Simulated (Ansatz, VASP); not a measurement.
Two plane-wave programs on LiBr

Contents of INCAR:

```
SYSTEM = LiBr
ALGO = Normal
EDIFF = 1E-6
ENCUT = 750
GGA = PE
GGA_COMPAT = .FALSE.
ISIF = 2
ISMEAR = -1
LASPH = .TRUE.
LCHARG = .FALSE.
LREAL = .FALSE.
LWAVE = .FALSE.
NBANDS = 12
NELM = 120
PREC = Accurate
SIGMA = 0.02
```

Contents of KPOINTS:

```
k-points
0
G
  8 8 8
  0 0 0
```

The input POSCAR:

```
LiBr
1.0
    0.0000000000      2.7395650428      2.7395650428
    2.7395650428      0.0000000000      2.7395650428
    2.7395650428      2.7395650428      0.0000000000
Li Br
1 1
Direct
    0.0000000000      0.0000000000      0.0000000000
    0.5000000000      0.5000000000      0.5000000000
```

Input for Ansatz:

```yaml
crystal:
  lattice:
    - [0.0, 2.7395650428, 2.7395650428]
    - [2.7395650428, 0.0, 2.7395650428]
    - [2.7395650428, 2.7395650428, 0.0]
  atoms:
    - { symbol: Li, position: [0.0, 0.0, 0.0] }
    - { symbol: Br, position: [0.5, 0.5, 0.5] }
kpoints:
  mp_grid: { grid: [8, 8, 8] }
  band_path:
    path:
      - [0.0, 0.0, 0.0]
      - [0.5, 0.0, 0.5]
      - [0.625, 0.25, 0.625]
      - [0.375, 0.375, 0.75]
      - [0.5, 0.5, 0.5]
      - [0.5, 0.25, 0.75]
      - [0.075, 0.075, 0.15]
    npoints: 1
hamiltonian:
  xc: pbe
scf:
  occupations: { method: fermi_dirac, width: 0.02 }
  n_extra_bands: 4
output:
  forces: true
  stress: true
  eigenvalues: true
```

Alike in both runs: task single point; functional PBE; k mesh 8 × 8 × 8; occupations fermi-dirac, width 0.02 eV; no spin polarisation.

|  | VASP | Ansatz |
| --- | --- | --- |
| version | VASP 6.6.1 | Ansatz 0.2.0 |
| potentials or method | VASP PAW PBE potentials, release 64 (Li_sv, Br) | plane waves, PAW |
| plane-wave cutoff (eV) | 750 | 420 |
| valence electrons in the cell | 10 | 10 |

```tsv
	VASP	Ansatz	Ansatz less VASP
gap on the k mesh at the Fermi level (eV)	4.99	4.99	-0.004
pressure (GPa)	0.4	0.5	+0.05
```
